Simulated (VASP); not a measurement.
Here is a VASP 6.6.1 calculation.

Contents of INCAR:

```
PREC     = Accurate       # precision mode
ENCUT    = 520            # plane-wave cutoff, eV
EDIFF    = 1E-7           # SCF threshold, eV
ISMEAR   = 0              # smearing method
SIGMA    = 0.01           # smearing width, eV
LREAL    = False          # projectors in reciprocal space
LASPH    = True           # aspherical terms in the spheres
NELM     = 60             # most SCF steps
ALGO     = Normal         # electronic algorithm
ISIF     = 2              # what is computed and relaxed
LWAVE    = False          # write WAVECAR
LCHARG   = False          # write CHGCAR
GGA      = PS             # functional
NBANDS   = 12             # bands
```

KPOINTS

```
regular mesh
0
Gamma
  1 1 1
```

POSCAR

```
N
1.0
   13.0000000000      0.0000000000      0.0000000000
    0.0000000000     13.3000000000      0.0000000000
    0.0000000000      0.0000000000     13.6000000000
N
2
Direct
    0.4576938496      0.5000000000      0.5000000000
    0.5423061504      0.5000000000      0.5000000000
```

Potentials or basis: VASP PAW PBE potentials, release 64 (N).

Launch:

```console
$ cat potpaw_PBE.64/N/POTCAR > POTCAR
$ mpirun -np 1 vasp_gam > vasp.out
```

Task: What does it give for the gap between the frontier levels?

Result: 8.19 eV.

Task: Predict the largest force.

Result: 1.869 eV/Å.

Forces on the atoms (eV/Å):
```
N   -1.869  0.000  0.000
N    1.869  0.000  0.000
```

Caveat: the standard files for N, O and F lose accuracy on very short bonds; the PAW data sets were made with another functional, which shifts forces and pressure a little.
